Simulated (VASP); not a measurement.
The system is KZnF3.

```xyz
5
Lattice="4.1276 0.0000 0.0000 0.0000 4.1276 0.0000 0.0000 0.0000 4.1276" Properties=species:S:1:pos:R:3 pbc="T T T"
K     0.0000    0.0000    0.0000
Zn    2.0638    2.0638    2.0638
F     2.0638    2.0638    0.0000
F     0.0000    2.0638    2.0638
F     2.0638    0.0000    2.0638
```

```yaml
Program: VASP 6.6.1
Task: relaxation of cell and atoms
Functional: LDA
Potentials_or_basis: VASP PAW LDA potentials, release 64 (K_sv, Zn, F)
Cutoff: 600 eV
k_mesh: 6 × 6 × 6
Occupations: fermi-dirac, width 0.02 eV
Spin: no spin polarisation
```

At the start: pressure -8.2 GPa; volume 14.06 Å³/atom.

Problem. Where does the relaxation end?

Solution. Over 3 steps the energy falls by 41.8 meV/atom and the volume is 12.59 Å³/atom (-10.5 %); space group Pm-3m (No. 221, to 0.05 Å).

Step by step:
```
step  energy change (eV)  largest force (eV/Å)  pressure (GPa)  volume (Å³)
   1              0.0000                0.0000           -8.18        70.32
   2             -0.2086                0.0000           -0.50        63.27
   3             -0.2091                0.0000            0.03        62.94
```

Final structure:
```cif
data_structure
_symmetry_space_group_name_H-M 'P 1'
_symmetry_Int_Tables_number 1
_cell_length_a 3.9779
_cell_length_b 3.9779
_cell_length_c 3.9779
_cell_angle_alpha 90.000
_cell_angle_beta 90.000
_cell_angle_gamma 90.000
_cell_volume 62.94
loop_
_atom_site_label
_atom_site_type_symbol
_atom_site_fract_x
_atom_site_fract_y
_atom_site_fract_z
_atom_site_occupancy
K1 K 0.00000 0.00000 0.00000 1
Zn1 Zn 0.50000 0.50000 0.50000 1
F1 F 0.50000 0.50000 0.00000 1
F2 F 0.00000 0.50000 0.50000 1
F3 F 0.50000 0.00000 0.50000 1
```

Caveat: the volume moved by -10 % from the deposited cell, more than functionals usually miss.
